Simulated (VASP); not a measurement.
Input of a VASP 6.6.1 run:

File INCAR:

```
ALGO = Normal
EDIFF = 1E-6
ENCUT = 520
GGA = PS
ISIF = 2
ISMEAR = -1
LASPH = T
LCHARG = F
LREAL = F
LWAVE = F
NBANDS = 13
NELM = 80
PREC = Accurate
SIGMA = 0.1
```

Contents of KPOINTS:

```
k-points
0
Gamma
  14 14 14
```

POSCAR

```
Sn
1.0
    3.0331809074      0.0000000000      0.0000000000
    0.0000000000      3.0331809074      0.0000000000
    0.0000000000      0.0000000000      3.0331809074
Sn
1
Direct
    0.0000000000      0.0000000000      0.0000000000
```

Potentials or basis: VASP PAW PBE potentials, release 64 (Sn_d).

Command:

```bash
$ cat potpaw_PBE.64/Sn_d/POTCAR > POTCAR
$ mpirun -np 1 vasp_std > vasp.out
```

(1) Estimate the pressure.

(2) What does it give for the band gap on the k mesh?

Answers

(1) 0.0 GPa.

(2) zero (band 7 reaches 12.85 eV, above the bottom of band 8 at 5.14 eV).

Caveat: the PAW data sets were made with another functional, which shifts forces and pressure a little; spin-orbit coupling is left out, which moves the levels of the heavy elements.
